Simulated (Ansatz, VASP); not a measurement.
**One calculation of Pd, two programs**

```
Pd
1.0
     2.78367    0.00000    0.00000
    -1.39183    2.41072    0.00000
     0.00000    0.00000    4.62889
Pd
2
Direct
  0.33333 0.66667 0.25000
  0.66667 0.33333 0.75000
```

Alike in both runs: task single point; functional PBE; k mesh 11 × 11 × 6; occupations gaussian, width 0.021 eV; no spin polarisation.

|  | VASP | Ansatz |
| --- | --- | --- |
| version | VASP 6.6.1 | Ansatz 0.2.0 |
| potentials or method | VASP PAW PBE potentials, release 64 (Pd) | Ansatz PAW |
| plane-wave cutoff (eV) | 520 | 420 |
| valence electrons in the cell | 20 | 36 |

```csv
,VASP,Ansatz,Ansatz less VASP
gap on the k mesh at the Fermi level (eV),none,none,-
pressure (GPa),-1.8,-1.6,+0.25
"traceless stress, the component that is largest in VASP (GPa)",0.28,0.38,+0.104
```

A gap of «none» marks a metal or a gap that the smearing closes. VASP's potentials hold 20 valence electrons a cell and Ansatz's 36, so a difference there can come from the potentials and not from the codes.
